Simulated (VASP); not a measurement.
Wanted: the native input for a VASP 6.6.1 run.

```yaml
Task: single point
Functional: PBE
Potentials_or_basis: VASP PAW PBE potentials, release 64 (Mg, Te)
Cutoff: 520 eV
k_mesh: 14 × 14 × 14
Occupations: gaussian, width 0.1 eV
Spin: no spin polarisation
Dipole_correction: no
Further_INCAR_settings: ALGO = Fast; EDIFF = 1e-06; NBANDS = 14
```

The structure of Mg3Te lies in POSCAR:

```
Mg3Te
1.0
   -2.0805062064      2.0805062064      5.2164040751
    2.0805062064     -2.0805062064      5.2164040751
    2.0805062064      2.0805062064     -5.2164040751
Mg Te
3 1
Direct
    0.5000000000      0.5000000000      0.0000000000
    0.7500000000      0.2500000000      0.5000000000
    0.2500000000      0.7500000000      0.5000000000
    0.0000000000      0.0000000000      0.0000000000
```

This cell differs from its parent crystal: strained.

The input as run:

INCAR

```
PREC = Accurate
ENCUT = 520
EDIFF = 1E-6
ISMEAR = 0
SIGMA = 0.1
LREAL = False
LASPH = True
NELM = 60
ALGO = Fast
ISIF = 2
LWAVE = False
LCHARG = False
GGA = PE
NBANDS = 14
```

KPOINTS

```
Automatic mesh
0
Gamma
  14 14 14
```

Potentials or basis: VASP PAW PBE potentials, release 64 (Mg, Te).

Launch:

```bash
$ cat potpaw_PBE.64/Mg/POTCAR potpaw_PBE.64/Te/POTCAR > POTCAR
$ mpirun -np 1 vasp_std > vasp.out
```

It gave:

```
Pressure               : 3.1 GPa
Band gap on the k mesh : zero (bands 6 and 7 overlap by 1.80 eV)
```

Caveat: the cell differs from its parent crystal (strained); the cell stands under pressure; spin-orbit coupling is left out, which moves the levels of the heavy elements.

Run time: 5.1 min on 1 thread of AMD EPYC 9R45 96-Core Processor (Zen 5), on a shared host, peak memory 0.53 GiB.
